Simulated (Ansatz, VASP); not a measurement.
# CdSe in VASP and in Ansatz

Contents of INCAR:

```
  PREC = Accurate
  ENCUT = 500
  EDIFF = 1E-6
  ISMEAR = 0
  SIGMA = 0.02
  LREAL = F
  LASPH = T
  NELM = 120
  ALGO = Normal
  ISIF = 2
  LWAVE = F
  LCHARG = F
  GGA = PE
  NBANDS = 26
  GGA_COMPAT = F
```

KPOINTS

```
Automatic mesh
0
Gamma
  9 9 4
```

File POSCAR:

```
CdSe
1.0
    4.5942367083      0.0000000000      0.0000000000
   -2.2971183541      3.9787257004      0.0000000000
    0.0000000000      0.0000000000      7.0769337600
Cd Se
2 2
Direct
    0.6666666667      0.3333333333      0.0085528567
    0.3333333333      0.6666666667      0.5085528567
    0.6666666667      0.3333333333      0.3664471433
    0.3333333333      0.6666666667      0.8664471433
```

Input for Ansatz:

```yaml
crystal:
  lattice:
    - [4.5942367083, 0.0, 0.0]
    - [-2.2971183541, 3.9787257004, 0.0]
    - [0.0, 0.0, 7.07693376]
  atoms:
    - { symbol: Cd, position: [0.6666666667, 0.3333333333, 0.0085528567] }
    - { symbol: Cd, position: [0.3333333333, 0.6666666667, 0.5085528567] }
    - { symbol: Se, position: [0.6666666667, 0.3333333333, 0.3664471433] }
    - { symbol: Se, position: [0.3333333333, 0.6666666667, 0.8664471433] }
basis:
  ecutwfc: 420
kpoints:
  mp_grid: { grid: [9, 9, 4] }
hamiltonian:
  xc: pbe
scf:
  occupations: { method: gaussian, width: 0.02 }
output:
  forces: true
  stress: true
  eigenvalues: true
```

Alike in both runs: task single point; functional PBE; k mesh 9 × 9 × 4; occupations gaussian, width 0.02 eV; no spin polarisation.

```csv
,VASP,Ansatz
version,VASP 6.6.1,Ansatz 0.2.0
potentials or method,"VASP PAW PBE potentials, release 64 (Cd, Se), cutoff 500 eV","scalar-relativistic, plane waves, PAW"
valence electrons in the cell,36,72
```

```csv
,VASP,Ansatz,Ansatz less VASP
gap on the k mesh at the Fermi level (eV),0.43,0.44,+0.003
least direct gap on the mesh (eV),0.43,0.44,+0.003
pressure (GPa),-1.8,-2.0,-0.19
"traceless stress, the component that is largest in VASP (GPa)",4.67,4.51,-0.153
rms of the force components (eV/Å),0.567,0.548,-0.0193
```

Atom by atom the forces differ by 0.019 eV/Å (rms over components). VASP's potentials hold 36 valence electrons a cell and Ansatz's 72, so a difference there can come from the potentials and not from the codes.
